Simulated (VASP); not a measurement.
# Zr (Fm-3m) in VASP: further runs

Runs on Zr. Level: PBE. Tasks: electric field gradients.

Everything below comes from runs of VASP 6.6.1. Logs are shortened: lines on timing, memory, paths and dates and some standing lists are left out, and cuts for length are marked.

### Step 1. The cell of the first run

The structure is cubic, space group Fm-3m (No. 225). The conventional cell has a = 4.540 Å, b = 4.540 Å, c = 4.540 Å, α = 90.00°, β = 90.00°, γ = 90.00°. Zr (site symmetry m-3m) has 12 Zr at 3.21 Å within 4.2 Å.

### Step 2. Electric field gradients, PBE (volume scaled by 1.02)

Input file INCAR:

```
SYSTEM = Zr
PREC = Accurate ; ENCUT = 520
EDIFF = 1E-8 ; ISMEAR = -1
SIGMA = 0.05 ; LREAL = .False.
LASPH = .True. ; NELM = 80
ALGO = Normal ; ISIF = 2
LWAVE = .False. ; LCHARG = .False.
GGA = PE ; LEFG = .True.
NBANDS = 12
```

Input file KPOINTS:

```
regular mesh
0
Gamma
  13 13 13
  0 0 0
```

Input file POSCAR:

```
Zr
1.0
    0.0000000000      2.2699342101      2.2699342101
    2.2699342101      0.0000000000      2.2699342101
    2.2699342101      2.2699342101      0.0000000000
Zr
1
Direct
    0.0000000000      0.0000000000      0.0000000000
```

Potentials or basis: VASP PAW PBE potentials, release 64 (Zr_sv).

The run is started by

```console
cat potpaw_PBE.64/Zr_sv/POTCAR > POTCAR
mpirun -np 1 vasp_std > vasp.out
```

OUTCAR:

```text
SYSTEM = Zr
   PREC = Accurate
   ENCUT = 520
   EDIFF = 1E-8
   ISMEAR = -1
   LREAL = .False.
   LASPH = .True.
   NELM = 80
   ISIF = 2
   GGA = PE

 ion  position               nearest neighbor table
   1  0.000  0.000  0.000-

  LATTYP: Found a face centered cubic cell.
 ALAT       =     4.5398684202

  Lattice vectors:

 A1 = (   0.0000000000,   2.2699342101,   2.2699342101)
 A2 = (   2.2699342101,   0.0000000000,   2.2699342101)
 A3 = (   2.2699342101,   2.2699342101,   0.0000000000)

Analysis of symmetry for initial positions (statically):
=====================================================================
 Subroutine PRICEL returns:
 Original cell was already a primitive cell.

 Routine SETGRP: Setting up the symmetry group for a
 face centered cubic supercell.

 Subroutine GETGRP returns: Found 48 space group operations
 (whereof 48 operations were pure point group operations)
 out of a pool of 48 trial point group operations.

The static configuration has the point symmetry O_h .

Analysis of symmetry for dynamics (positions and initial velocities):
=====================================================================
 Subroutine PRICEL returns:
 Original cell was already a primitive cell.

 Routine SETGRP: Setting up the symmetry group for a
 face centered cubic supercell.

 Subroutine GETGRP returns: Found 48 space group operations
 (whereof 48 operations were pure point group operations)
 out of a pool of 48 trial point group operations.

The dynamic configuration has the point symmetry O_h .

 Subroutine INISYM returns: Found 48 space group operations
 (whereof 48 operations are pure point group operations),
 and found     1 'primitive' translations

----------------------------------------------------------------------------------------

                                     Primitive cell

  volume of cell :      23.3921

  direct lattice vectors                    reciprocal lattice vectors
     0.000000000  2.269934210  2.269934210    -0.220270701  0.220270701  0.220270701
     2.269934210  0.000000000  2.269934210     0.220270701 -0.220270701  0.220270701
     2.269934210  2.269934210  0.000000000     0.220270701  0.220270701 -0.220270701

  length of vectors
     3.210171746  3.210171746  3.210171746     0.381520046  0.381520046  0.381520046

  position of ions in fractional coordinates (direct lattice)
     0.000000000  0.000000000  0.000000000

  ion indices of the primitive-cell ions
   primitive index   ion index
                 1           1

----------------------------------------------------------------------------------------

 KPOINTS: regular mesh

Automatic generation of k-mesh.
 Grid dimensions read from file:
 generate k-points for:   13   13   13

 Generating k-lattice:

  Cartesian coordinates                     Fractional coordinates (reciprocal lattice)
    -0.016943900  0.016943900  0.016943900     0.076923077  0.000000000  0.000000000
     0.016943900 -0.016943900  0.016943900     0.000000000  0.076923077  0.000000000
     0.016943900  0.016943900 -0.016943900     0.000000000  0.000000000  0.076923077

  Length of vectors
     0.029347696  0.029347696  0.029347696

  Shift w.r.t. Gamma in fractional coordinates (k-lattice)
     0.000000000  0.000000000  0.000000000

 Subroutine IBZKPT returns following result:
 ===========================================

 Found     84 irreducible k-points:

 Following reciprocal coordinates:
            Coordinates               Weight
  0.000000  0.000000  0.000000      1.000000
  0.076923  0.000000  0.000000      8.000000
  0.153846  0.000000  0.000000      8.000000
  0.230769  0.000000  0.000000      8.000000
  0.307692  0.000000  0.000000      8.000000
  0.384615  0.000000  0.000000      8.000000
[... 16 lines left out ...]
  0.384615  0.153846  0.000000     24.000000
  0.461538  0.153846  0.000000     24.000000
 [... further k-points ...]
   k-points           NKPTS =     84   k-points in BZ     NKDIM =     84   number of bands    NBANDS=     12
   number of dos      NEDOS =    301   number of ions     NIONS =      1
   total plane-waves  NPLWV =  13824
   dimension x,y,z NGX =    24 NGY =   24 NGZ =   24
   dimension x,y,z NGXF=    48 NGYF=   48 NGZF=   48
   ions per type =               1
   NGX,Y,Z   is equivalent  to a cutoff of  12.43, 12.43, 12.43 a.u.
   NGXF,Y,Z  is equivalent  to a cutoff of  24.86, 24.86, 24.86 a.u.
 SYSTEM =  Zr
   PREC   = accura    normal or accurate (medium, high low for compatibility)
   ISTART =      0    job   : 0-new  1-cont  2-samecut
   ICHARG =      2    charge: 1-file 2-atom 10-const
   ISPIN  =      1    spin polarized calculation?
   LNONCOLLINEAR =      F non collinear calculations
   LSORBIT =      F    spin-orbit coupling
   LASPH  =      T    aspherical Exc in radial PAW
   ENCUT  =  520.0 eV  38.22 Ry    6.18 a.u.   5.97  5.97  5.97*2*pi/ulx,y,z
   NELM   =     80;   NELMIN=  2; NELMDL= -5     # of ELM steps
   EDIFF  = 0.1E-07   stopping-criterion for ELM
   LREAL  =      F    real-space projection
   EDIFFG = 0.1E-06   stopping-criterion for IOM
   NSW    =      0    number of steps for IOM
   IBRION =     -1    ionic relax: 0-MD 1-quasi-New 2-CG
   NFREE  =      0    steps in history (QN), initial steepest desc. (CG)
   ISIF   =      2    stress and relaxation
   ISYM   =      2    0-nonsym 1-usesym 2-fastsym
   POTIM  = 0.5000    time-step for ionic-motion
   TEBEG  =    0.0;   TEEND  =   0.0 temperature during run
   PSTRESS=    0.0 pullay stress
   NELECT =      12.0000    total number of electrons
   NUPDOWN=      -1.0000    fix difference up-down
   EMIN   =  10.00;   EMAX   =-10.00  energy-range for DOS
   EFERMI =   0.00;   METHOD = LEGACY
   ISMEAR =    -1;   SIGMA  =   0.05  broadening in eV -4-tet -1-fermi 0-gaus
   EFERMI_NEDOS =   21; number of points for ismear=-14 and -15
   IALGO  =     38    algorithm
   IMIX   =      4    mixing-type and parameters
     AMIX     =   0.40;   BMIX     =  1.00
     AMIX_MAG =   1.60;   BMIX_MAG =  1.00
  volume/ion in A,a.u.               =      23.39       157.86
  Fermi-wavevector in a.u.,A,eV,Ry     =   1.310525  2.476533 23.367677  1.717476
  Thomas-Fermi vector in A             =   2.441049
   LORBIT       =      0    0 simple, 1 ext, 2 COOP (PROOUT), +10 PAW based schemes
   GGA     = PE    functional components
   LHFCALC =     F    Hartree Fock is set to
   AEXX    =    0.0000 exact exchange contribution
   IVDW    =     0    specifies the selected vdW correction
   LEPSILON=     F    determine dielectric tensor
   LRPA    =     F    only Hartree local field effects (RPA)
 non-spin polarized calculation
  energy-cutoff  :      520.00
  volume of cell :       23.39
 maximum number of plane-waves:       646
   NGX = 11   NGY = 11   NGZ = 11

 number of electron      12.0000000 magnetization

 Free energy of the ion-electron system (eV)
  ---------------------------------------------------
  ext. energy  EPLUGINS =         0.00000000
  ---------------------------------------------------
  free energy    TOTEN  =        -8.48518922 eV

  energy without entropy =       -8.47098539  energy(sigma->0) =       -8.47808731

 E-fermi :   8.8273     XC(G=0): -11.0614

 val. band max:        8.8234343049   @ k =   0.2308   0.0769   0.0000
 cond. band min:       8.8322926625   @ k =  -0.3077   0.0769   0.0000
 fundamental gap:      0.0088583576
 Fermi energy:         8.8273170946

 k-point     1 :       0.0000    0.0000    0.0000
  band No.  band energies     occupation
      1     -39.8854      2.00000
      2     -17.4085      2.00000
      3     -17.4085      2.00000
      4     -17.4085      2.00000
      5       3.2914      2.00000
      6       9.8102      0.00000
      7       9.8102      0.00000
      8       9.8102      0.00000
      9      12.2056      0.00000
     10      12.2056      0.00000
     11      19.3191      0.00000
     12      23.4776      0.00000

 k-point     2 :       0.0769    0.0000    0.0000
  band No.  band energies     occupation
      1     -39.8777      2.00000
      2     -17.4660      2.00000
      3     -17.4156      2.00000
      4     -17.4156      2.00000
      5       3.4801      2.00000
      6       9.6382      0.00000
      7       9.8979      0.00000
      8       9.8979      0.00000
      9      12.1195      0.00000
     10      12.1195      0.00000
     11      19.7208      0.00000
     12      22.6910      0.00000

 k-point     3 :       0.1538    0.0000    0.0000
  band No.  band energies     occupation
      1     -39.8561      2.00000
      2     -17.6231      2.00000
      3     -17.4353      2.00000
      4     -17.4353      2.00000
      5       4.0078      2.00000
      6       9.2456      0.00047
      7      10.0886      0.00000
      8      10.0886      0.00000
      9      11.9843      0.00000
     10      11.9843      0.00000
     11      20.5682      0.00000
     12      21.5937      0.00000
[... 286 lines left out ...]
 k-point    23 :       0.3846    0.1538    0.0000
  band No.  band energies     occupation
      1     -39.7660      2.00000
      2     -18.1105      2.00000
      3     -17.5912      2.00000
      4     -17.5726      2.00000
      5       6.1223      2.00000
      6       8.2916      1.99996
      7       9.3660      0.00004
      8      10.5629      0.00000
      9      12.9186      0.00000
     10      13.6773      0.00000
     11      19.6715      0.00000
     12      21.8278      0.00000

 k-point    24 :       0.4615    0.1538    0.0000
  band No.  band energies     occupation
      1     -39.7447      2.00000
      2     -18.2341      2.00000
      3     -17.6369      2.00000
      4     -17.5802      2.00000
      5       6.4168      2.00000
      6       8.4914      1.99758
      7       9.3591      0.00005
      8      10.3555      0.00000
      9      14.0375      0.00000
     10      14.0410      0.00000
     11      18.4503      0.00000
     12      20.8699      0.00000

 [... further k-points ...]

------------------------ aborting loop because EDIFF is reached ----------------------------------------

  FORCE on cell =-STRESS in cart. coord.  units (eV):
  Direction    XX          YY          ZZ          XY          YZ          ZX
  --------------------------------------------------------------------------------------
  -------------------------------------------------------------------------------------
  Total       -0.0855344     -0.0855344     -0.0855344     -0.0000000      0.0000000      0.0000000
  in kB       -5.8584316     -5.8584316     -5.8584316     -0.0000000      0.0000000      0.0000000
  external PRESSURE =      -5.8584316 kB  Pullay stress =       0.0000000 kB

 VOLUME and BASIS-vectors are now :
 -----------------------------------------------------------------------------
  energy-cutoff  :      520.00
  volume of cell :       23.39
      direct lattice vectors                 reciprocal lattice vectors
     0.000000000  2.269934210  2.269934210    -0.220270701  0.220270701  0.220270701
     2.269934210  0.000000000  2.269934210     0.220270701 -0.220270701  0.220270701
     2.269934210  2.269934210  0.000000000     0.220270701  0.220270701 -0.220270701

 POSITION                                       TOTAL-FORCE (eV/Angst)
 -----------------------------------------------------------------------------------
      0.00000      0.00000      0.00000        -0.000000     -0.000000     -0.000000
 -----------------------------------------------------------------------------------
    total drift:                                0.000000      0.000000     -0.000000

  FREE ENERGIE OF THE ION-ELECTRON SYSTEM (eV)
  ---------------------------------------------------
  free  energy   TOTEN  =        -8.4851892201 eV

  energy  without entropy=       -8.4709853923  energy(sigma->0) =       -8.47808731

 Electric field gradients (V/A^2)
---------------------------------------------------------------------
 ion       V_xx      V_yy      V_zz      V_xy      V_xz      V_yz
---------------------------------------------------------------------
   1      -0.000     0.000    -0.000    -0.000    -0.000    -0.000
---------------------------------------------------------------------

 Electric field gradients after diagonalization (V/A^2)
 (convention: |V_zz| > |V_xx| > |V_yy|)
----------------------------------------------------------------------
 ion       V_xx      V_yy      V_zz     asymmetry (V_yy - V_xx)/ V_zz
----------------------------------------------------------------------
   1       0.000     0.000    -0.000       0.000
----------------------------------------------------------------------

           NMR quadrupolar parameters

 Cq : quadrupolar parameter    Cq=e*Q*V_zz/h
 eta: asymmetry parameters     (V_yy - V_xx)/ V_zz
 Q  : nuclear electric quadrupole moment in mb (millibarn)
----------------------------------------------------------------------
 ion       Cq(MHz)       eta       Q (mb)
----------------------------------------------------------------------
   1      -0.000       0.000       1.000
----------------------------------------------------------------------
```

It took 14 s on 1 thread of Intel Xeon Platinum 8259CL at 2.50GHz (Skylake/Cascade Lake), shared host; peak memory 0.15 GiB.

What came out:

```
Free energy            : -8.4852 eV
Pressure               : -0.6 GPa
Band gap on the k mesh : zero (band 6 reaches 9.81 eV, above the bottom of band 7 at 8.27 eV)
```

Levels at points of the mesh, in eV from the Fermi level:
```
           k point  band 4  band 5  band 6  band 7  band 8  band 9
(0.00, 0.00, 0.00)  -26.24   -5.54    0.98    0.98    0.98    3.38
```

Caveat: without QUAD_EFG the Cq values of the log hold for a quadrupole moment of 1 mb, not for the nuclei.

### Step 3. Electric field gradients, PBE (volume scaled by 1.06)

Input file INCAR:

```
SYSTEM = Zr
PREC = Accurate ; ENCUT = 520
EDIFF = 1E-8 ; ISMEAR = -1
SIGMA = 0.05 ; LREAL = .FALSE.
LASPH = .TRUE. ; NELM = 100
ALGO = Normal ; ISIF = 2
LWAVE = .FALSE. ; LCHARG = .FALSE.
GGA = PE ; LEFG = .TRUE.
NBANDS = 12
```

Input file KPOINTS:

```
Automatic mesh
0
G
  13 13 13
  0 0 0
```

Input file POSCAR:

```
Zr
1.0
    0.0000000000      2.2992269146      2.2992269146
    2.2992269146      0.0000000000      2.2992269146
    2.2992269146      2.2992269146      0.0000000000
Zr
1
Direct
    0.0000000000      0.0000000000      0.0000000000
```

Potentials or basis: VASP PAW PBE potentials, release 64 (Zr_sv).

The run is started by

```console
cat potpaw_PBE.64/Zr_sv/POTCAR > POTCAR
mpirun -np 1 vasp_std > vasp.out
```

OUTCAR:

```text
SYSTEM = Zr
   PREC = Accurate
   ENCUT = 520
   EDIFF = 1E-8
   ISMEAR = -1
   LREAL = .FALSE.
   LASPH = .TRUE.
   NELM = 100
   ISIF = 2
   GGA = PE

 ion  position               nearest neighbor table
   1  0.000  0.000  0.000-

  LATTYP: Found a face centered cubic cell.
 ALAT       =     4.5984538292

  Lattice vectors:

 A1 = (   0.0000000000,   2.2992269146,   2.2992269146)
 A2 = (   2.2992269146,   0.0000000000,   2.2992269146)
 A3 = (   2.2992269146,   2.2992269146,   0.0000000000)

[... 563 lines left out ...]
    total drift:                                0.000000      0.000000     -0.000000

  FREE ENERGIE OF THE ION-ELECTRON SYSTEM (eV)
  ---------------------------------------------------
  free  energy   TOTEN  =        -8.4729199934 eV

  energy  without entropy=       -8.4587578735  energy(sigma->0) =       -8.46583893

 Electric field gradients (V/A^2)
---------------------------------------------------------------------
 ion       V_xx      V_yy      V_zz      V_xy      V_xz      V_yz
---------------------------------------------------------------------
   1      -0.000    -0.000     0.000    -0.000    -0.000    -0.000
---------------------------------------------------------------------

 Electric field gradients after diagonalization (V/A^2)
 (convention: |V_zz| > |V_xx| > |V_yy|)
----------------------------------------------------------------------
 ion       V_xx      V_yy      V_zz     asymmetry (V_yy - V_xx)/ V_zz
----------------------------------------------------------------------
   1       0.000     0.000    -0.000       0.000
----------------------------------------------------------------------

           NMR quadrupolar parameters

 Cq : quadrupolar parameter    Cq=e*Q*V_zz/h
 eta: asymmetry parameters     (V_yy - V_xx)/ V_zz
 Q  : nuclear electric quadrupole moment in mb (millibarn)
----------------------------------------------------------------------
 ion       Cq(MHz)       eta       Q (mb)
----------------------------------------------------------------------
   1      -0.000       0.000       1.000
----------------------------------------------------------------------
```

stdout:

```text
POSCAR found type information on POSCAR Zr
 POSCAR found :  1 types and       1 ions
 scaLAPACK will be used
 LDA part: xc-table for (Slater+PW92), standard interpolation
 POSCAR, INCAR and KPOINTS ok, starting setup
 FFT: planning ... GRIDC
 FFT: planning ... GRID_SOFT
 FFT: planning ... GRID
 WAVECAR not read
 entering main loop
ion   1
```

Wall time 15 s (1 thread of Intel Xeon Platinum 8259CL at 2.50GHz (Skylake/Cascade Lake), shared host); peak memory 0.15 GiB.

Results:

| Property | Result |
| --- | --- |
| Free energy | -8.4729 eV |
| Pressure | -3.8 GPa |
| Band gap on the k mesh | zero (band 6 reaches 9.38 eV, above the bottom of band 7 at 7.87 eV) |

Caveat: without QUAD_EFG the Cq values of the log hold for a quadrupole moment of 1 mb, not for the nuclei.

(Part 1 of 2 ends here.)
